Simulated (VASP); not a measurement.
# Ge (Fddd) in VASP: single point with PBEsol

Aim: the single point of Ge with PBEsol.

Everything below comes from runs of VASP 6.6.1. Logs are shortened: lines on timing, memory, paths and dates and some standing lists are left out, and cuts for length are marked.

## 1. The cell of the first run

The structure is orthorhombic, space group Fddd (No. 70). The conventional cell has a = 5.615 Å, b = 5.658 Å, c = 5.700 Å, α = 90.00°, β = 90.00°, γ = 90.00°. Within 3.2 Å of Ge (site symmetry 222) lie 4 Ge at 2.45 Å.

## 2. Single point, PBEsol (strain +0.0075 x Voigt [1, -1, 0, 0, 0, 0])

File INCAR:

```
PREC = Accurate
ENCUT = 520
EDIFF = 1E-6
ISMEAR = 0
SIGMA = 0.15
LREAL = False
LASPH = True
NELM = 80
ALGO = Normal
ISIF = 2
LWAVE = False
LCHARG = False
GGA = PS
NBANDS = 21
```

File KPOINTS:

```
Automatic mesh
0
Gamma
  14 14 14
```

File POSCAR:

```
Ge
1.0
    0.0000000000      2.8075542250      2.8287700000
    2.8499857750      0.0000000000      2.8287700000
    2.8499857750      2.8075542250      0.0000000000
Ge
2
Direct
    0.5000000000      0.5000000000      0.5000000000
    0.7500000000      0.7500000000      0.7500000000
```

Potentials or basis: VASP PAW PBE potentials, release 64 (Ge_d).

Launch:

```
cat potpaw_PBE.64/Ge_d/POTCAR > POTCAR
mpirun -np 1 vasp_std > vasp.out
```

OUTCAR:

```text
PREC = Accurate
   ENCUT = 520
   EDIFF = 1E-6
   ISMEAR = 0
   LREAL = False
   LASPH = True
   NELM = 80
   ISIF = 2
   GGA = PS

 ion  position               nearest neighbor table
   1  0.500  0.500  0.500-   2 2.45   2 2.45   2 2.45   2 2.45
   2  0.750  0.750  0.750-   1 2.45   1 2.45   1 2.45   1 2.45

  LATTYP: Found a face centered orthorhombic cell.
 ALAT       =     5.6151084500
 B/A-ratio  =     1.0075566751
 C/A-ratio  =     1.0151133501

  Lattice vectors:

 A1 = (  -2.8499857750,   0.0000000000,  -2.8287700000)
 A2 = (  -2.8499857750,   2.8075542250,   0.0000000000)
 A3 = (   0.0000000000,   2.8075542250,  -2.8287700000)

Analysis of symmetry for initial positions (statically):
=====================================================================
 Subroutine PRICEL returns:
 Original cell was already a primitive cell.

 Routine SETGRP: Setting up the symmetry group for a
 face centered orthorhombic supercell.

 Subroutine GETGRP returns: Found  8 space group operations
 (whereof  4 operations were pure point group operations)
 out of a pool of  8 trial point group operations.

The static configuration has the point symmetry D_2 .
 The point group associated with its full space group is D_2h.

Analysis of symmetry for dynamics (positions and initial velocities):
=====================================================================
 Subroutine PRICEL returns:
 Original cell was already a primitive cell.

 Routine SETGRP: Setting up the symmetry group for a
 face centered orthorhombic supercell.

 Subroutine GETGRP returns: Found  8 space group operations
 (whereof  4 operations were pure point group operations)
 out of a pool of  8 trial point group operations.

The dynamic configuration has the point symmetry D_2 .
 The point group associated with its full space group is D_2h.

 Subroutine INISYM returns: Found  8 space group operations
 (whereof  4 operations are pure point group operations),
 and found     1 'primitive' translations

----------------------------------------------------------------------------------------

                                     Primitive cell

  volume of cell :      45.2687

  direct lattice vectors                    reciprocal lattice vectors
     0.000000000  2.807554225  2.828770000    -0.175439472  0.178090950  0.176755268
     2.849985775  0.000000000  2.828770000     0.175439472 -0.178090950  0.176755268
     2.849985775  2.807554225  0.000000000     0.175439472  0.178090950 -0.176755268

  length of vectors
     3.985511315  4.015514740  4.000597411     0.306166327  0.306166327  0.306166327

  position of ions in fractional coordinates (direct lattice)
     0.500000000  0.500000000  0.500000000
     0.750000000  0.750000000  0.750000000

  ion indices of the primitive-cell ions
   primitive index   ion index
                 1           1
                 2           2

----------------------------------------------------------------------------------------

 KPOINTS: Automatic mesh

Automatic generation of k-mesh.
 Grid dimensions read from file:
 generate k-points for:   14   14   14

 Generating k-lattice:

  Cartesian coordinates                     Fractional coordinates (reciprocal lattice)
    -0.012531391  0.012720782  0.012625376     0.071428571  0.000000000  0.000000000
     0.012531391 -0.012720782  0.012625376     0.000000000  0.071428571  0.000000000
     0.012531391  0.012720782 -0.012625376     0.000000000  0.000000000  0.071428571

  Length of vectors
     0.021869023  0.021869023  0.021869023

  Shift w.r.t. Gamma in fractional coordinates (k-lattice)
     0.000000000  0.000000000  0.000000000

 Subroutine IBZKPT returns following result:
 ===========================================

 Found    428 irreducible k-points:

 Following reciprocal coordinates:
            Coordinates               Weight
  0.000000  0.000000  0.000000      1.000000
  0.071429  0.000000  0.000000      8.000000
  0.142857  0.000000  0.000000      8.000000
  0.214286  0.000000  0.000000      8.000000
  0.285714  0.000000  0.000000      8.000000
  0.357143  0.000000  0.000000      8.000000
[... 16 lines left out ...]
  0.214286  0.142857  0.000000      8.000000
  0.285714  0.142857  0.000000      8.000000
 [... further k-points ...]
   k-points           NKPTS =    428   k-points in BZ     NKDIM =    428   number of bands    NBANDS=     21
   number of dos      NEDOS =    301   number of ions     NIONS =      2
   total plane-waves  NPLWV =  27000
   dimension x,y,z NGX =    30 NGY =   30 NGZ =   30
   dimension x,y,z NGXF=    60 NGYF=   60 NGZF=   60
   ions per type =               2
   NGX,Y,Z   is equivalent  to a cutoff of  12.51, 12.42, 12.47 a.u.
   NGXF,Y,Z  is equivalent  to a cutoff of  25.03, 24.84, 24.93 a.u.
 SYSTEM =  unknown system
   PREC   = accura    normal or accurate (medium, high low for compatibility)
   ISTART =      0    job   : 0-new  1-cont  2-samecut
   ICHARG =      2    charge: 1-file 2-atom 10-const
   ISPIN  =      1    spin polarized calculation?
   LNONCOLLINEAR =      F non collinear calculations
   LSORBIT =      F    spin-orbit coupling
   LASPH  =      T    aspherical Exc in radial PAW
   ENCUT  =  520.0 eV  38.22 Ry    6.18 a.u.   7.41  7.47  7.44*2*pi/ulx,y,z
   NELM   =     80;   NELMIN=  2; NELMDL= -5     # of ELM steps
   EDIFF  = 0.1E-05   stopping-criterion for ELM
   LREAL  =      F    real-space projection
   EDIFFG = 0.1E-04   stopping-criterion for IOM
   NSW    =      0    number of steps for IOM
   IBRION =     -1    ionic relax: 0-MD 1-quasi-New 2-CG
   NFREE  =      0    steps in history (QN), initial steepest desc. (CG)
   ISIF   =      2    stress and relaxation
   ISYM   =      2    0-nonsym 1-usesym 2-fastsym
   POTIM  = 0.5000    time-step for ionic-motion
   TEBEG  =    0.0;   TEEND  =   0.0 temperature during run
   PSTRESS=    0.0 pullay stress
   NELECT =      28.0000    total number of electrons
   NUPDOWN=      -1.0000    fix difference up-down
   EMIN   =  10.00;   EMAX   =-10.00  energy-range for DOS
   EFERMI =   0.00;   METHOD = LEGACY
   ISMEAR =     0;   SIGMA  =   0.15  broadening in eV -4-tet -1-fermi 0-gaus
   EFERMI_NEDOS =   21; number of points for ismear=-14 and -15
   IALGO  =     38    algorithm
   IMIX   =      4    mixing-type and parameters
     AMIX     =   0.40;   BMIX     =  1.00
     AMIX_MAG =   1.60;   BMIX_MAG =  1.00
  volume/ion in A,a.u.               =      22.63       152.74
  Fermi-wavevector in a.u.,A,eV,Ry     =   1.394852  2.635887 26.471646  1.945611
  Thomas-Fermi vector in A             =   2.518361
   LORBIT       =      0    0 simple, 1 ext, 2 COOP (PROOUT), +10 PAW based schemes
   GGA     = PS    functional components
   LHFCALC =     F    Hartree Fock is set to
   AEXX    =    0.0000 exact exchange contribution
   IVDW    =     0    specifies the selected vdW correction
   LEPSILON=     F    determine dielectric tensor
   LRPA    =     F    only Hartree local field effects (RPA)
 non-spin polarized calculation
 Gauss-broadening in eV      SIGMA  =   0.15
  energy-cutoff  :      520.00
  volume of cell :       45.27
 maximum number of plane-waves:      1243
 NGX is ok and might be reduce to    30
   NGX = 15   NGY = 15   NGZ = 15

 number of electron      28.0000023 magnetization

 Free energy of the ion-electron system (eV)
  ---------------------------------------------------
  ext. energy  EPLUGINS =         0.00000000
  ---------------------------------------------------
  free energy    TOTEN  =        -9.87279557 eV

  energy without entropy =       -9.87218235  energy(sigma->0) =       -9.87248896

 E-fermi :   4.9089     XC(G=0): -10.1302

 val. band max:        4.8637459613   @ k =   0.0000   0.0000   0.0000
 cond. band min:       4.9205982406   @ k =   0.0000   0.0000   0.0000
 fundamental gap:      0.0568522793
 Fermi energy:         4.9088953923

 k-point     1 :       0.0000    0.0000    0.0000
  band No.  band energies     occupation
      1     -19.9010      2.00000
      2     -19.8991      2.00000
      3     -19.8973      2.00000
      4     -19.8631      2.00000
      5     -19.8619      2.00000
      6     -19.6535      2.00000
[... 13 lines left out ...]
     20      14.2105      0.00000
     21      14.4727      0.00000

 k-point     2 :       0.0714    0.0000    0.0000
  band No.  band energies     occupation
      1     -19.9036      2.00000
      2     -19.9016      2.00000
      3     -19.8979      2.00000
      4     -19.8585      2.00000
      5     -19.8575      2.00000
      6     -19.6573      2.00000
[... 13 lines left out ...]
     20      13.7373      0.00000
     21      13.9555      0.00000

 k-point     3 :       0.1429    0.0000    0.0000
  band No.  band energies     occupation
      1     -19.9100      2.00000
      2     -19.9078      2.00000
      3     -19.8958      2.00000
      4     -19.8488      2.00000
      5     -19.8480      2.00000
      6     -19.6652      2.00000
[... 13 lines left out ...]
     20      13.2020      0.00000
     21      13.3673      0.00000

 k-point     4 :       0.2143    0.0000    0.0000
  band No.  band energies     occupation
      1     -19.9162      2.00000
      2     -19.9137      2.00000
      3     -19.8924      2.00000
      4     -19.8384      2.00000
      5     -19.8380      2.00000
      6     -19.6735      2.00000
[... 13 lines left out ...]
     20      13.0333      0.00000
     21      13.1326      0.00000

 k-point     5 :       0.2857    0.0000    0.0000
  band No.  band energies     occupation
      1     -19.9208      2.00000
      2     -19.9179      2.00000
      3     -19.8885      2.00000
      4     -19.8299      2.00000
      5     -19.8296      2.00000
      6     -19.6800      2.00000
[... 13 lines left out ...]
     20      13.3376      0.00000
     21      13.3632      0.00000

 k-point     6 :       0.3571    0.0000    0.0000
  band No.  band energies     occupation
      1     -19.9236      2.00000
      2     -19.9203      2.00000
      3     -19.8849      2.00000
      4     -19.8242      2.00000
      5     -19.8240      2.00000
      6     -19.6840      2.00000
[... 13 lines left out ...]
     20      14.0670      0.00000
     21      14.1101      0.00000

 k-point     7 :       0.4286    0.0000    0.0000
  band No.  band energies     occupation
      1     -19.9251      2.00000
      2     -19.9215      2.00000
      3     -19.8823      2.00000
      4     -19.8212      2.00000
      5     -19.8210      2.00000
      6     -19.6859      2.00000
[... 13 lines left out ...]
     20      15.1088      0.00000
     21      15.2020      0.00000
[... 291 lines left out ...]
      1     -19.9154      2.00000
      2     -19.9091      2.00000
      3     -19.8949      2.00000
      4     -19.8462      2.00000
      5     -19.8381      2.00000
      6     -19.6773      2.00000
[... 13 lines left out ...]
     20      12.7561      0.00000
     21      13.4416      0.00000

 k-point    21 :      -0.0714    0.0714    0.0000
  band No.  band energies     occupation
      1     -19.9086      2.00000
      2     -19.9031      2.00000
      3     -19.8984      2.00000
      4     -19.8544      2.00000
      5     -19.8494      2.00000
      6     -19.6672      2.00000
[... 13 lines left out ...]
     20      13.0835      0.00000
     21      13.7000      0.00000

 k-point    22 :       0.1429    0.1429    0.0000
  band No.  band energies     occupation
      1     -19.9081      2.00000
      2     -19.9075      2.00000
      3     -19.9047      2.00000
      4     -19.8508      2.00000
      5     -19.8329      2.00000
      6     -19.6920      2.00000
[... 13 lines left out ...]
     20      12.6511      0.00000
     21      14.6758      0.00000

 k-point    23 :       0.2143    0.1429    0.0000
  band No.  band energies     occupation
      1     -19.9161      2.00000
      2     -19.9104      2.00000
      3     -19.9014      2.00000
      4     -19.8431      2.00000
      5     -19.8208      2.00000
      6     -19.7051      2.00000
[... 13 lines left out ...]
     20      13.4323      0.00000
     21      14.5832      0.00000

 k-point    24 :       0.2857    0.1429    0.0000
  band No.  band energies     occupation
      1     -19.9244      2.00000
      2     -19.9154      2.00000
      3     -19.8934      2.00000
      4     -19.8338      2.00000
      5     -19.8100      2.00000
      6     -19.7152      2.00000
[... 13 lines left out ...]
     20      14.0459      0.00000
     21      14.6317      0.00000

 [... further k-points ...]

------------------------ aborting loop because EDIFF is reached ----------------------------------------

  FORCE on cell =-STRESS in cart. coord.  units (eV):
  Direction    XX          YY          ZZ          XY          YZ          ZX
  --------------------------------------------------------------------------------------
  -------------------------------------------------------------------------------------
  Total       -0.0824944      0.2181119      0.0730099      0.0000000      0.0000000      0.0000000
  in kB       -2.9196880      7.7195412      2.5840094      0.0000000      0.0000000      0.0000000
  external PRESSURE =       2.4612875 kB  Pullay stress =       0.0000000 kB

 VOLUME and BASIS-vectors are now :
 -----------------------------------------------------------------------------
  energy-cutoff  :      520.00
  volume of cell :       45.27
      direct lattice vectors                 reciprocal lattice vectors
     0.000000000  2.807554225  2.828770000    -0.175439472  0.178090950  0.176755268
     2.849985775  0.000000000  2.828770000     0.175439472 -0.178090950  0.176755268
     2.849985775  2.807554225  0.000000000     0.175439472  0.178090950 -0.176755268

 POSITION                                       TOTAL-FORCE (eV/Angst)
 -----------------------------------------------------------------------------------
      2.84999      2.80755      2.82877         0.000000     -0.000000      0.000000
      4.27498      4.21133      4.24315         0.000000      0.000000     -0.000000
 -----------------------------------------------------------------------------------
    total drift:                                0.000000     -0.000000     -0.000000

  FREE ENERGIE OF THE ION-ELECTRON SYSTEM (eV)
  ---------------------------------------------------
  free  energy   TOTEN  =        -9.8727955706 eV

  energy  without entropy=       -9.8721823497  energy(sigma->0) =       -9.87248896
```

It took 11 min on 1 thread of Intel Xeon 8259CL, shared host; peak memory 0.42 GiB.

Results:

```
Free energy            : -9.8728 eV
Pressure               : 0.2 GPa
Band gap on the k mesh : 0.06 eV
```

Levels at points of the mesh, in eV from the valence-band top:
| k point | band 11 | band 12 | band 13 | band 14 | band 15 | band 16 | band 17 | band 18 |
| --- | --- | --- | --- | --- | --- | --- | --- | --- |
| (0.00, 0.00, 0.00) | -12.80 | -0.06 | -0.01 | 0.00 | 0.06 | 2.50 | 2.53 | 2.57 |
| (0.50, 0.00, 0.00) | -10.70 | -7.63 | -1.47 | -1.35 | 0.12 | 3.67 | 3.75 | 6.97 |
| (0.50, 0.50, 0.00) | -8.90 | -8.90 | -3.09 | -3.09 | 0.67 | 0.67 | 9.48 | 9.48 |
| (0.50, 0.00, 0.50) | -8.87 | -8.87 | -3.14 | -3.14 | 0.61 | 0.61 | 9.50 | 9.50 |
| (0.00, 0.50, 0.50) | -8.94 | -8.94 | -3.04 | -3.04 | 0.73 | 0.73 | 9.48 | 9.48 |

Caveat: the cell differs from its parent crystal (strain +0.0075 x Voigt [1, -1, 0, 0, 0, 0]); the PAW data sets were made with another functional, which shifts forces and pressure a little. A k mesh can miss the band edges.
